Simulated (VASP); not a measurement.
Here is a VASP 6.6.1 calculation.

INCAR

```
SYSTEM = CaSn2Se3
ALGO     = Normal         ! electronic algorithm
EDIFF    = 1E-6           ! SCF threshold, eV
ENCUT    = 520            ! plane-wave cutoff, eV
GGA      = PE             ! functional
ISIF     = 2              ! what is computed and relaxed
ISMEAR   = 0              ! smearing method
LASPH    = .True.         ! aspherical terms in the spheres
LCHARG   = .False.        ! write CHGCAR
LREAL    = .False.        ! projectors in reciprocal space
LWAVE    = .False.        ! write WAVECAR
NBANDS   = 37             ! bands
NELM     = 80             ! most SCF steps
PREC     = Accurate       ! precision mode
SIGMA    = 0.01           ! smearing width, eV
```

The input KPOINTS:

```
k-points
0
Gamma
  8 8 8
  0 0 0
```

The input POSCAR:

```
CaSn2Se3
1.0
   -2.1328875556      2.1328875556      9.0848774410
    2.1328875556     -2.1328875556      9.0848774410
    2.1328875556      2.1328875556     -9.0848774410
Sn Se Ca
2 3 1
Direct
    0.8346620249      0.8346620249      0.0000000000
    0.1653379751      0.1653379751      0.0000000000
    0.6646958516      0.6646958516      0.0000000000
    0.0000000000      0.0000000000      0.0000000000
    0.3353041484      0.3353041484      0.0000000000
    0.5000000000      0.5000000000      0.0000000000
```

Potentials or basis: VASP PAW PBE potentials, release 64 (Sn_d, Se, Ca_sv).

The run is started by

```bash
$ cat potpaw_PBE.64/Sn_d/POTCAR potpaw_PBE.64/Se/POTCAR potpaw_PBE.64/Ca_sv/POTCAR > POTCAR
$ mpirun -np 1 vasp_std > vasp.out
```

(1) Estimate the band gap on the k mesh.

(2) Estimate the pressure.

Answers

(1) 0.41 eV.

(2) 0.0 GPa.

Caveat: semilocal functionals underestimate gaps, and a narrow one can read as zero; spin-orbit coupling is left out, which moves the levels of the heavy elements.
